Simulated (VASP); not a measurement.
# Ti (Immm) in VASP: notebook

Ti is run at these levels: r2SCAN; tasks: single point.

All numbers are computed with VASP 6.6.1; they aren't measurements. Logs are shortened: lines on timing, memory, paths and dates and some standing lists are left out, and cuts for length are marked.

## 1. The cell of the first run

The structure is orthorhombic, space group Immm (No. 71). Conventional cell: a = 2.817 Å, b = 2.925 Å, c = 4.060 Å, α = 90.00°, β = 90.00°, γ = 90.00°. Ti (site symmetry mmm) has 12 Ti at 2.82 to 2.92 Å within 3.7 Å.

## 2. Single point, r2SCAN (strain +0.0375 x Voigt [0, 0, 0, 1, 0, 0])

POSCAR

```
Ti
1.0
    0.0000000000      2.0680625000      2.0680625000
    2.0300000000      0.0380625000      2.0300000000
    2.0300000000      2.0300000000      0.0380625000
Ti
1
Direct
    0.0000000000      0.0000000000      0.0000000000
```

INCAR.step1

```
SYSTEM = Ti
PREC = Accurate
ENCUT = 520
ISMEAR = 0
SIGMA = 0.15
LREAL = .False.
LASPH = .True.
NELM = 80
NBANDS = 12
GGA = PE
ALGO = Normal
EDIFF = 1E-4
LWAVE = .True.
LCHARG = .False.
```

INCAR.step2

```
SYSTEM = Ti
PREC = Accurate
ENCUT = 520
EDIFF = 1E-6
ISMEAR = 0
SIGMA = 0.15
LREAL = .False.
LASPH = .True.
NELM = 80
ALGO = Normal
ISIF = 2
LWAVE = .False.
LCHARG = .False.
METAGGA = R2SCAN
LMIXTAU = .True.
NBANDS = 12
ISTART = 1
```

KPOINTS

```
regular mesh
0
Gamma
  20 20 20
  0 0 0
```

Potentials or basis: VASP PAW PBE potentials, release 64 (Ti_sv).

Launch:

```bash
$ cat potpaw_PBE.64/Ti_sv/POTCAR > POTCAR
$ cp INCAR.step1 INCAR
$ mpirun -np 1 vasp_std > vasp.out
$ cp INCAR.step2 INCAR
$ mpirun -np 1 vasp_std > vasp.out
```

OUTCAR:

```text
SYSTEM = Ti
   PREC = Accurate
   ENCUT = 520
   EDIFF = 1E-6
   ISMEAR = 0
   LREAL = .False.
   LASPH = .True.
   NELM = 80
   ISIF = 2
   METAGGA = R2SCAN
   ISTART = 1

 ion  position               nearest neighbor table
   1  0.000  0.000  0.000-

  LATTYP: Found a body centered orthorhombic cell.
 ALAT       =     2.8170250279
 B/A-ratio  =     1.0382165605
 C/A-ratio  =     1.4412367515

  Lattice vectors:

 A1 = (  -2.0300000000,   2.0300000000,   0.0380625000)
 A2 = (  -2.0300000000,  -2.0300000000,  -0.0380625000)
 A3 = (   2.0300000000,   0.0380625000,   2.0300000000)

Analysis of symmetry for initial positions (statically):
=====================================================================
 Subroutine PRICEL returns:
 Original cell was already a primitive cell.

 Routine SETGRP: Setting up the symmetry group for a
 body centered orthorhombic supercell.

 Subroutine GETGRP returns: Found  8 space group operations
 (whereof  8 operations were pure point group operations)
 out of a pool of  8 trial point group operations.

The static configuration has the point symmetry D_2h.

Analysis of symmetry for dynamics (positions and initial velocities):
=====================================================================
 Subroutine PRICEL returns:
 Original cell was already a primitive cell.

 Routine SETGRP: Setting up the symmetry group for a
 body centered orthorhombic supercell.

 Subroutine GETGRP returns: Found  8 space group operations
 (whereof  8 operations were pure point group operations)
 out of a pool of  8 trial point group operations.

The dynamic configuration has the point symmetry D_2h.

 Subroutine INISYM returns: Found  8 space group operations
 (whereof  8 operations are pure point group operations),
 and found     1 'primitive' translations

----------------------------------------------------------------------------------------

                                     Primitive cell

  volume of cell :      16.7250

  direct lattice vectors                    reciprocal lattice vectors
     0.000000000  2.068062500  2.068062500    -0.246305419  0.241772190  0.241772190
     2.030000000  0.038062500  2.030000000     0.246305419 -0.251011892  0.251011892
     2.030000000  2.030000000  0.038062500     0.246305419  0.251011892 -0.251011892

  length of vectors
     2.924682035  2.871105842  2.871105842     0.421395234  0.432065156  0.432065156
[... 80 lines left out ...]
   LREAL  =      F    real-space projection
   EDIFFG = 0.1E-04   stopping-criterion for IOM
   NSW    =      0    number of steps for IOM
   IBRION =     -1    ionic relax: 0-MD 1-quasi-New 2-CG
   NFREE  =      0    steps in history (QN), initial steepest desc. (CG)
   ISIF   =      2    stress and relaxation
   ISYM   =      2    0-nonsym 1-usesym 2-fastsym
   POTIM  = 0.5000    time-step for ionic-motion
   TEBEG  =    0.0;   TEEND  =   0.0 temperature during run
   PSTRESS=    0.0 pullay stress
   NELECT =      12.0000    total number of electrons
   NUPDOWN=      -1.0000    fix difference up-down
   EMIN   =  10.00;   EMAX   =-10.00  energy-range for DOS
   EFERMI =   0.00;   METHOD = LEGACY
   ISMEAR =     0;   SIGMA  =   0.15  broadening in eV -4-tet -1-fermi 0-gaus
   EFERMI_NEDOS =   21; number of points for ismear=-14 and -15
   IALGO  =     38    algorithm
   IMIX   =      4    mixing-type and parameters
     AMIX     =   0.40;   BMIX     =  1.00
     AMIX_MAG =   1.60;   BMIX_MAG =  1.00
  volume/ion in A,a.u.               =      16.72       112.87
  Fermi-wavevector in a.u.,A,eV,Ry     =   1.465593  2.769570 29.224817  2.147963
  Thomas-Fermi vector in A             =   2.581432
   LORBIT       =      0    0 simple, 1 ext, 2 COOP (PROOUT), +10 PAW based schemes
   METAGGA = R2SCAN    functional components
   LHFCALC =     F    Hartree Fock is set to
   AEXX    =    0.0000 exact exchange contribution
   IVDW    =     0    specifies the selected vdW correction
   LEPSILON=     F    determine dielectric tensor
   LRPA    =     F    only Hartree local field effects (RPA)
 non-spin polarized calculation
 Gauss-broadening in eV      SIGMA  =   0.15
  energy-cutoff  :      520.00
  volume of cell :       16.72
 maximum number of plane-waves:       469
 NGX is ok and might be reduce to    24
   NGX = 11   NGY = 11   NGZ = 11

 number of electron      12.0000000 magnetization

 Free energy of the ion-electron system (eV)
  ---------------------------------------------------
  ext. energy  EPLUGINS =         0.00000000
  ---------------------------------------------------
  free energy    TOTEN  =       -12.87256572 eV

  energy without entropy =      -12.85580124  energy(sigma->0) =      -12.86418348

 E-fermi :   8.6487     XC(G=0): -12.6057

 val. band max:        8.6476648156   @ k =  -0.1000   0.3500   0.0000
 cond. band min:       8.6497447911   @ k =  -0.4500   0.1000   0.0500
 fundamental gap:      0.0020799755
 Fermi energy:         8.6486505160

 k-point     1 :       0.0000    0.0000    0.0000
  band No.  band energies     occupation
      1     -50.3283      2.00000
      2     -25.1069      2.00000
      3     -25.0862      2.00000
      4     -25.0608      2.00000
      5       2.0920      2.00000
      6       9.4687      0.00000
      7       9.6475      0.00000
      8       9.8822      0.00000
      9      11.5738      0.00000
     10      11.5777      0.00000
     11      24.6061      0.00000
     12      29.1505      0.00000
[... 331 lines left out ...]
 k-point    24 :      -0.4000    0.0500   -0.0000
  band No.  band energies     occupation
      1     -50.1955      2.00000
      2     -25.8067      2.00000
      3     -25.1775      2.00000
      4     -25.1604      2.00000
      5       5.7216      2.00000
      6       8.6790      0.77467
      7       9.5418      0.00000
      8       9.8311      0.00000
      9      12.2950      0.00000
     10      12.7289      0.00000
     11      18.1992      0.00000
     12      24.3647      0.00000

 [... further k-points ...]
[... 5 lines left out ...]
  --------------------------------------------------------------------------------------
  -------------------------------------------------------------------------------------
  Total        0.5090566      0.5128510      0.5128510     -0.0000000     -0.2713960      0.0000000
  in kB       48.7653382     49.1288299     49.1288299     -0.0000000    -25.9985158      0.0000000
  external PRESSURE =      49.0076660 kB  Pullay stress =       0.0000000 kB

 VOLUME and BASIS-vectors are now :
 -----------------------------------------------------------------------------
  energy-cutoff  :      520.00
  volume of cell :       16.72
      direct lattice vectors                 reciprocal lattice vectors
     0.000000000  2.068062500  2.068062500    -0.246305419  0.241772190  0.241772190
     2.030000000  0.038062500  2.030000000     0.246305419 -0.251011892  0.251011892
     2.030000000  2.030000000  0.038062500     0.246305419  0.251011892 -0.251011892

 POSITION                                       TOTAL-FORCE (eV/Angst)
 -----------------------------------------------------------------------------------
      0.00000      0.00000      0.00000         0.000000      0.000000     -0.000000
 -----------------------------------------------------------------------------------
    total drift:                               -0.000000      0.000000      0.000000

  FREE ENERGIE OF THE ION-ELECTRON SYSTEM (eV)
  ---------------------------------------------------
  free  energy   TOTEN  =       -12.8725657177 eV

  energy  without entropy=      -12.8558012385  energy(sigma->0) =      -12.86418348
```

OUTCAR.step1:

```text
SYSTEM = Ti
   PREC = Accurate
   ENCUT = 520
   ISMEAR = 0
   LREAL = .False.
   LASPH = .True.
   NELM = 80
[... 579 lines left out ...]
 -----------------------------------------------------------------------------------
      0.00000      0.00000      0.00000         0.000000     -0.000000      0.000000
 -----------------------------------------------------------------------------------
    total drift:                                0.000000      0.000000     -0.000000

  FREE ENERGIE OF THE ION-ELECTRON SYSTEM (eV)
  ---------------------------------------------------
  free  energy   TOTEN  =        -7.7749565773 eV

  energy  without entropy=       -7.7564188601  energy(sigma->0) =       -7.76568772
```

Wall time 8.1 min (1 thread of Intel Xeon 6975P-C, shared host); peak memory 0.34 GiB.

What came out:

* Free energy: -12.8726 eV
* Pressure: 4.9 GPa
* Band gap on the k mesh: zero (band 6 reaches 9.55 eV, above the bottom of band 7 at 8.20 eV)

Levels at points of the mesh, in eV from the Fermi level:
| k point | band 3 | band 4 | band 5 | band 6 | band 7 | band 8 | band 9 | band 10 |
| --- | --- | --- | --- | --- | --- | --- | --- | --- |
| (0.00, 0.00, 0.00) | -33.73 | -33.71 | -6.56 | 0.82 | 1.00 | 1.23 | 2.93 | 2.93 |
| (0.50, 0.00, 0.00) | -33.82 | -33.81 | -2.81 | 0.36 | 0.81 | 1.15 | 3.89 | 4.06 |
| (0.00, 0.50, 0.00) | -33.85 | -33.85 | -2.78 | 0.73 | 0.74 | 1.07 | 3.95 | 4.11 |
| (0.50, 0.50, 0.00) | -34.01 | -34.01 | -2.80 | -1.89 | 3.00 | 4.02 | 4.25 | 4.30 |
| (0.00, 0.50, 0.50) | -34.04 | -33.97 | -2.80 | -1.89 | 2.99 | 4.07 | 4.26 | 4.26 |

Caveat: the cell differs from its parent crystal (strain +0.0375 x Voigt [0, 0, 0, 1, 0, 0]); the PAW data sets were made with another functional, which shifts forces and pressure a little.

## 3. Single point, r2SCAN (strain +0.0187 x Voigt [0, 0, 0, 1, 0, 0])

POSCAR

```
Ti
1.0
    0.0000000000      2.0489805000      2.0489805000
    2.0300000000      0.0189805000      2.0300000000
    2.0300000000      2.0300000000      0.0189805000
Ti
1
Direct
    0.0000000000      0.0000000000      0.0000000000
```

INCAR.step1

```
SYSTEM = Ti
  PREC = Accurate
  ENCUT = 520
  ISMEAR = 0
  SIGMA = 0.15
  LREAL = .False.
  LASPH = .True.
  NELM = 80
  NBANDS = 12
  GGA = PE
  ALGO = Normal
  EDIFF = 1E-4
  LWAVE = .True.
  LCHARG = .False.
```

INCAR.step2

```
SYSTEM = Ti
  PREC = Accurate
  ENCUT = 520
  EDIFF = 1E-6
  ISMEAR = 0
  SIGMA = 0.15
  LREAL = .False.
  LASPH = .True.
  NELM = 80
  ALGO = Normal
  ISIF = 2
  LWAVE = .False.
  LCHARG = .False.
  METAGGA = R2SCAN
  LMIXTAU = .True.
  NBANDS = 12
  ISTART = 1
```

KPOINTS is that of step 2.

Potentials or basis: VASP PAW PBE potentials, release 64 (Ti_sv).

Launch:

```bash
$ cat potpaw_PBE.64/Ti_sv/POTCAR > POTCAR
$ cp INCAR.step1 INCAR
$ mpirun -np 1 vasp_std > vasp.out
$ cp INCAR.step2 INCAR
$ mpirun -np 1 vasp_std > vasp.out
```

Run time: 8.3 min. Hardware: 1 thread of Intel Xeon 6975P-C, shared host; peak memory 0.34 GiB.

It converged, with:

- Free energy: -12.8765 eV
- Pressure: 4.9 GPa
- Band gap on the k mesh: zero (band 6 reaches 9.60 eV, above the bottom of band 7 at 8.21 eV)

Stress tensor (GPa, compression positive):
```
 4.86  0.00  0.00
 0.00  4.87 -1.30
 0.00 -1.30  4.87
```

Levels at points of the mesh, in eV from the Fermi level:
| k point | band 3 | band 4 | band 5 | band 6 | band 7 | band 8 | band 9 | band 10 |
| --- | --- | --- | --- | --- | --- | --- | --- | --- |
| (0.00, 0.00, 0.00) | -33.73 | -33.72 | -6.56 | 0.92 | 1.02 | 1.13 | 2.92 | 2.92 |
| (0.50, 0.00, 0.00) | -33.83 | -33.82 | -2.80 | 0.45 | 0.88 | 1.05 | 3.95 | 4.03 |
| (0.00, 0.50, 0.00) | -33.84 | -33.84 | -2.79 | 0.64 | 0.84 | 1.01 | 3.98 | 4.06 |
| (0.50, 0.50, 0.00) | -34.01 | -34.01 | -2.79 | -1.89 | 2.99 | 4.05 | 4.26 | 4.27 |
| (0.00, 0.50, 0.50) | -34.02 | -33.99 | -2.79 | -1.89 | 2.99 | 4.06 | 4.26 | 4.26 |

Caveat: the cell differs from its parent crystal (strain +0.0187 x Voigt [0, 0, 0, 1, 0, 0]); the PAW data sets were made with another functional, which shifts forces and pressure a little.
